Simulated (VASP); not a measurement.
# W4N in VASP: further runs

W4N is run at these levels: LDA; tasks: single point.

Everything below comes from runs of VASP 6.6.1. Logs are shortened: lines on timing, memory, paths and dates and some standing lists are left out, and cuts for length are marked.

### 1 The cell of the first run

The cell holds a slab with vacuum, 5 atoms: a = 2.809 Å, b = 3.973 Å, c = 19.407 Å, α = 90.00°, β = 90.00°, γ = 90.00°.

### 2 Single point, LDA

The input, INCAR:

```
SYSTEM = W4N
PREC = Accurate
ENCUT = 520
EDIFF = 1E-6
ISMEAR = 0
SIGMA = 0.1
LREAL = .FALSE.
LASPH = .TRUE.
NELM = 120
ALGO = Normal
ISIF = 2
LWAVE = .FALSE.
LCHARG = .TRUE.
LDIPOL = .TRUE.
IDIPOL = 3
DIPOL = 0.5 0.5 0.335
GGA = CA
LELF = .TRUE.
LVHAR = .TRUE.
LVACPOTAV = .TRUE.
NBANDS = 38
GGA_COMPAT = .FALSE.
NELMDL = -8
```

The input, KPOINTS:

```
regular mesh
0
G
  9 7 1
  0 0 0
```

The input, POSCAR:

```
W4N
1.0
    2.8093052383      0.0000000000      0.0000000000
    0.0000000000      3.9729575688      0.0000000000
    0.0000000000      0.0000000000     19.4074369602
W N
4 1
Direct
    0.5000000000      0.5000000000      0.2061065564
    0.0000000000      0.0000000000      0.2784835849
    0.5000000000      0.5000000000      0.3501454747
    0.0000000000      0.0000000000      0.4074436504
    0.1666666667      0.5000000000      0.4342144491
```

Potentials or basis: VASP PAW LDA potentials, release 64 (W_sv, N).

On the command line:

```sh
cat potpaw_LDA.64/W_sv/POTCAR potpaw_LDA.64/N/POTCAR > POTCAR
mpirun -np 1 vasp_std > vasp.out
```

OUTCAR:

```text
SYSTEM = W4N
   PREC = Accurate
   ENCUT = 520
   EDIFF = 1E-6
   ISMEAR = 0
   LREAL = .FALSE.
   LASPH = .TRUE.
   NELM = 120
   ISIF = 2
   GGA = CA
   NELMDL = -8

 ion  position               nearest neighbor table
   1  0.500  0.500  0.206-   3 2.80   2 2.81   2 2.81   2 2.81   2 2.81
   2  0.000  0.000  0.278-   4 2.50   3 2.80   3 2.80   3 2.80   3 2.80   1 2.81   1 2.81   1 2.81
                             1 2.81
   3  0.500  0.500  0.350-   5 1.88   5 2.48   4 2.68   4 2.68   4 2.68   4 2.68   1 2.80   2 2.80
                             2 2.80   2 2.80   2 2.80
   4  0.000  0.000  0.407-   5 2.11   5 2.11   2 2.50   3 2.68   3 2.68   3 2.68   3 2.68
   5  0.167  0.500  0.434-   3 1.88   4 2.11   4 2.11   3 2.48

  LATTYP: Found a simple orthorhombic cell.
 ALAT       =     2.8093052383
 B/A-ratio  =     1.4142135624
 C/A-ratio  =     6.9082692388

  Lattice vectors:

 A1 = (   2.8093052383,   0.0000000000,   0.0000000000)
 A2 = (   0.0000000000,   3.9729575688,   0.0000000000)
 A3 = (   0.0000000000,   0.0000000000,  19.4074369602)

Analysis of symmetry for initial positions (statically):
=====================================================================
 Subroutine PRICEL returns:
 Original cell was already a primitive cell.

 Routine SETGRP: Setting up the symmetry group for a
 simple orthorhombic supercell.

 Subroutine GETGRP returns: Found  2 space group operations
 (whereof  2 operations were pure point group operations)
 out of a pool of  8 trial point group operations.

The static configuration has the point symmetry C_1h.

Analysis of symmetry for dynamics (positions and initial velocities):
=====================================================================
 Subroutine PRICEL returns:
 Original cell was already a primitive cell.

 Routine SETGRP: Setting up the symmetry group for a
 simple orthorhombic supercell.

 Subroutine GETGRP returns: Found  2 space group operations
 (whereof  2 operations were pure point group operations)
 out of a pool of  8 trial point group operations.

The dynamic configuration has the point symmetry C_1h.

 Subroutine INISYM returns: Found  2 space group operations
 (whereof  2 operations are pure point group operations),
 and found     1 'primitive' translations

----------------------------------------------------------------------------------------

                                     Primitive cell

  volume of cell :     216.6113

  direct lattice vectors                    reciprocal lattice vectors
     2.809305238  0.000000000  0.000000000     0.355959896  0.000000000  0.000000000
     0.000000000  3.972957569  0.000000000     0.000000000  0.251701656  0.000000000
     0.000000000  0.000000000 19.407436960     0.000000000  0.000000000  0.051526639

  length of vectors
     2.809305238  3.972957569 19.407436960     0.355959896  0.251701656  0.051526639

  position of ions in fractional coordinates (direct lattice)
     0.500000000  0.500000000  0.206106556
     0.000000000  0.000000000  0.278483585
     0.500000000  0.500000000  0.350145475
     0.000000000  0.000000000  0.407443650
     0.166666667  0.500000000  0.434214449

  ion indices of the primitive-cell ions
   primitive index   ion index
                 1           1
                 2           2
                 3           3
                 4           4
                 5           5

----------------------------------------------------------------------------------------

 KPOINTS: regular mesh

Automatic generation of k-mesh.
 Grid dimensions read from file:
 generate k-points for:    9    7    1

 Generating k-lattice:

  Cartesian coordinates                     Fractional coordinates (reciprocal lattice)
     0.039551100  0.000000000  0.000000000     0.111111111  0.000000000  0.000000000
     0.000000000  0.035957379  0.000000000     0.000000000  0.142857143  0.000000000
     0.000000000  0.000000000  0.051526639     0.000000000  0.000000000  1.000000000

  Length of vectors
     0.039551100  0.035957379  0.051526639

  Shift w.r.t. Gamma in fractional coordinates (k-lattice)
     0.000000000  0.000000000  0.000000000

 Subroutine IBZKPT returns following result:
 ===========================================

 Found     20 irreducible k-points:

 Following reciprocal coordinates:
            Coordinates               Weight
  0.000000  0.000000  0.000000      1.000000
  0.111111  0.000000  0.000000      2.000000
  0.222222  0.000000  0.000000      2.000000
  0.333333  0.000000  0.000000      2.000000
  0.444444  0.000000  0.000000      2.000000
  0.000000  0.142857  0.000000      2.000000
[... 12 lines left out ...]
  0.333333  0.428571  0.000000      4.000000
  0.444444  0.428571  0.000000      4.000000
   k-points           NKPTS =     20   k-points in BZ     NKDIM =     20   number of bands    NBANDS=     38
   number of dos      NEDOS =    301   number of ions     NIONS =      5
   total plane-waves  NPLWV = 103680
   dimension x,y,z NGX =    24 NGY =   30 NGZ =  144
   dimension x,y,z NGXF=    48 NGYF=   60 NGZF=  288
   ions per type =               4   1
   NGX,Y,Z   is equivalent  to a cutoff of  14.20, 12.55, 12.34 a.u.
   NGXF,Y,Z  is equivalent  to a cutoff of  28.40, 25.11, 24.67 a.u.
 SYSTEM =  W4N
   PREC   = accura    normal or accurate (medium, high low for compatibility)
   ISTART =      0    job   : 0-new  1-cont  2-samecut
   ICHARG =      2    charge: 1-file 2-atom 10-const
   ISPIN  =      1    spin polarized calculation?
   LNONCOLLINEAR =      F non collinear calculations
   LSORBIT =      F    spin-orbit coupling
   LASPH  =      T    aspherical Exc in radial PAW
   ENCUT  =  520.0 eV  38.22 Ry    6.18 a.u.   5.22  7.39 36.08*2*pi/ulx,y,z
   NELM   =    120;   NELMIN=  2; NELMDL= -8     # of ELM steps
   EDIFF  = 0.1E-05   stopping-criterion for ELM
   LREAL  =      F    real-space projection
   EDIFFG = 0.1E-04   stopping-criterion for IOM
   NSW    =      0    number of steps for IOM
   IBRION =     -1    ionic relax: 0-MD 1-quasi-New 2-CG
   NFREE  =      0    steps in history (QN), initial steepest desc. (CG)
   ISIF   =      2    stress and relaxation
   ISYM   =      2    0-nonsym 1-usesym 2-fastsym
   POTIM  = 0.5000    time-step for ionic-motion
   TEBEG  =    0.0;   TEEND  =   0.0 temperature during run
   PSTRESS=    0.0 pullay stress
   NELECT =      61.0000    total number of electrons
   NUPDOWN=      -1.0000    fix difference up-down
   EMIN   =  10.00;   EMAX   =-10.00  energy-range for DOS
   EFERMI =   0.00;   METHOD = LEGACY
   ISMEAR =     0;   SIGMA  =   0.10  broadening in eV -4-tet -1-fermi 0-gaus
   EFERMI_NEDOS =   21; number of points for ismear=-14 and -15
   IALGO  =     38    algorithm
   IMIX   =      4    mixing-type and parameters
     AMIX     =   0.40;   BMIX     =  1.00
     AMIX_MAG =   1.60;   BMIX_MAG =  1.00
  volume/ion in A,a.u.               =      43.32       292.35
  Fermi-wavevector in a.u.,A,eV,Ry     =   1.073061  2.027791 15.666565  1.151460
  Thomas-Fermi vector in A             =   2.208849
   LORBIT       =      0    0 simple, 1 ext, 2 COOP (PROOUT), +10 PAW based schemes
   GGA     = CA    functional components
   LHFCALC =     F    Hartree Fock is set to
   AEXX    =    0.0000 exact exchange contribution
   IVDW    =     0    specifies the selected vdW correction
   LEPSILON=     F    determine dielectric tensor
   LRPA    =     F    only Hartree local field effects (RPA)
 non-spin polarized calculation
 Gauss-broadening in eV      SIGMA  =   0.10
  energy-cutoff  :      520.00
  volume of cell :      216.61
 maximum number of plane-waves:      5866
 NGX is ok and might be reduce to    24
   NGX = 11   NGY = 15   NGZ = 73

 dipolmoment           0.000000      0.000000     -0.064980 electrons x Angstroem

 number of electron      61.0000000 magnetization

 dipolmoment           0.000000      0.000000      0.035403 electrons x Angstroem

 Free energy of the ion-electron system (eV)
  ---------------------------------------------------
  ext. energy  EPLUGINS =         0.00000000
  ---------------------------------------------------
  free energy    TOTEN  =       -60.01792716 eV

  energy without entropy =      -60.00061490  energy(sigma->0) =      -60.00927103

 E-fermi :   0.2999     XC(G=0):  -5.3858

 val. band max:        0.2465613059   @ k =   0.1111   0.4286   0.0000
 cond. band min:       0.3068508966   @ k =   0.3333   0.4286   0.0000
 fundamental gap:      0.0602895907
 Fermi energy:         0.2998765544

 k-point     1 :       0.0000    0.0000    0.0000
  band No.  band energies     occupation
      1     -73.1981      2.00000
      2     -73.1339      2.00000
      3     -72.9454      2.00000
      4     -72.8644      2.00000
      5     -38.3130      2.00000
      6     -38.0307      2.00000
[... 30 lines left out ...]
     37       2.6870      0.00000
     38       3.5371      0.00000

 k-point     2 :       0.1111    0.0000    0.0000
  band No.  band energies     occupation
      1     -73.1917      2.00000
      2     -73.1238      2.00000
      3     -72.9446      2.00000
      4     -72.8605      2.00000
      5     -38.2664      2.00000
      6     -38.0456      2.00000
[... 30 lines left out ...]
     37       2.8096      0.00000
     38       3.0590      0.00000

 k-point     3 :       0.2222    0.0000    0.0000
  band No.  band energies     occupation
      1     -73.1756      2.00000
      2     -73.0963      2.00000
      3     -72.9445      2.00000
      4     -72.8507      2.00000
      5     -38.1347      2.00000
      6     -38.1264      2.00000
[... 30 lines left out ...]
     37       3.0170      0.00000
[... 617 lines left out ...]
 k-point    19 :       0.3333    0.4286    0.0000
  band No.  band energies     occupation
      1     -73.1555      2.00000
      2     -73.0354      2.00000
      3     -72.9728      2.00000
      4     -72.8414      2.00000
      5     -38.4154      2.00000
      6     -38.2248      2.00000
[... 30 lines left out ...]
     37       3.0195      0.00000
     38       3.6977      0.00000

 k-point    20 :       0.4444    0.4286    0.0000
  band No.  band energies     occupation
      1     -73.1458      2.00000
      2     -73.0238      2.00000
      3     -72.9637      2.00000
      4     -72.8316      2.00000
      5     -38.5566      2.00000
      6     -38.3235      2.00000
[... 30 lines left out ...]
     37       3.3988      0.00000
     38       4.8687      0.00000

------------------------ aborting loop because EDIFF is reached ----------------------------------------

  FORCE on cell =-STRESS in cart. coord.  units (eV):
  Direction    XX          YY          ZZ          XY          YZ          ZX
  --------------------------------------------------------------------------------------
  -------------------------------------------------------------------------------------
  Total        1.4938989      0.7633008      3.5536468      0.0000000      0.0000000     -4.8597869
  in kB       11.0497066      5.6457973     26.2847468      0.0000000      0.0000000    -35.9456857
  external PRESSURE =      14.3267502 kB  Pullay stress =       0.0000000 kB

 VOLUME and BASIS-vectors are now :
 -----------------------------------------------------------------------------
  energy-cutoff  :      520.00
  volume of cell :      216.61
      direct lattice vectors                 reciprocal lattice vectors
     2.809305238  0.000000000  0.000000000     0.355959896  0.000000000  0.000000000
     0.000000000  3.972957569  0.000000000     0.000000000  0.251701656  0.000000000
     0.000000000  0.000000000 19.407436960     0.000000000  0.000000000  0.051526639

 POSITION                                       TOTAL-FORCE (eV/Angst)
 -----------------------------------------------------------------------------------
      1.40465      1.98648      4.00000        -0.052150      0.000000      1.744624
      0.00000      0.00000      5.40465         0.411253      0.000000     -2.900434
      1.40465      1.98648      6.79543         1.854901      0.000000     -2.741852
      0.00000      0.00000      7.90744         1.581589      0.000000      3.662937
      0.46822      1.98648      8.42699        -3.795593      0.000000      0.234725
 -----------------------------------------------------------------------------------
    total drift:                                0.000002      0.000000      0.000094

  FREE ENERGIE OF THE ION-ELECTRON SYSTEM (eV)
  ---------------------------------------------------
  free  energy   TOTEN  =       -60.0179271624 eV

  energy  without entropy=      -60.0006148979  energy(sigma->0) =      -60.00927103

 vacuum level on the upper side and lower side of the slab         5.318         4.744
```

Wall time 2.2 min (1 thread of Intel Xeon 6975P-C (Granite Rapids), shared host); peak memory 0.32 GiB.

Results:

```
Free energy   : -60.0179 eV
Largest force : 3.990 eV/Å
```

Forces on the atoms (eV/Å):
```
W   -0.052  0.000  1.745
W    0.411  0.000 -2.900
W    1.855  0.000 -2.742
W    1.582  0.000  3.663
N   -3.796  0.000  0.235
```

Levels at points of the mesh, in eV from the Fermi level:
```csv
k point,band 29,band 30,band 31,band 32,band 33,band 34
"(0.00, 0.00, 0.00)",-0.72,-0.39,-0.34,0.41,0.66,1.04
```

Caveat: spin-orbit coupling is left out, which moves the levels of the heavy elements.

### 3 Single point, LDA

The input, INCAR:

```
SYSTEM = W4N
PREC = Accurate
ENCUT = 520
EDIFF = 1E-6
ISMEAR = 0
SIGMA = 0.1
LREAL = .FALSE.
LASPH = .TRUE.
NELM = 120
ALGO = Normal
ISIF = 2
LWAVE = .FALSE.
LCHARG = .FALSE.
LDIPOL = .TRUE.
IDIPOL = 3
DIPOL = 0.5 0.5 0.338
NBANDS = 38
GGA_COMPAT = .FALSE.
NELMDL = -8
```

The input, KPOINTS:

```
Automatic mesh
0
G
  9 7 1
  0 0 0
```

Changes to POSCAR since step 2:

```diff
@@ -12,2 +12,2 @@
     0.0000000000      0.0000000000      0.4074436504
-    0.1666666667      0.5000000000      0.4342144491
+    0.5000000000      0.2500000000      0.4465089083
```

Potentials or basis: VASP PAW LDA potentials, release 64 (W_sv, N).

On the command line:

```sh
cat potpaw_LDA.64/W_sv/POTCAR potpaw_LDA.64/N/POTCAR > POTCAR
mpirun -np 1 vasp_std > vasp.out
```

Run time: 2.6 min. Hardware: 1 thread of Intel Xeon 6975P-C (Granite Rapids), shared host; peak memory 0.31 GiB.

It converged, with:

- Free energy: -59.9796 eV
- Largest force: 3.635 eV/Å

Forces in eV/Å, atoms in the order of the input:
```
W    0.000  0.165  1.961
W    0.000  0.485 -3.602
W    0.000 -0.520 -1.017
W    0.000 -0.843  2.418
N    0.000  0.713  0.241
```

Levels at points of the mesh, in eV from the Fermi level:
```
           k point  band 28  band 29  band 30  band 31  band 32  band 33  band 34  band 35
(0.00, 0.00, 0.00)    -0.85    -0.41    -0.20     0.23     0.62     0.83     1.36     1.95
```

Caveat: spin-orbit coupling is left out, which moves the levels of the heavy elements.
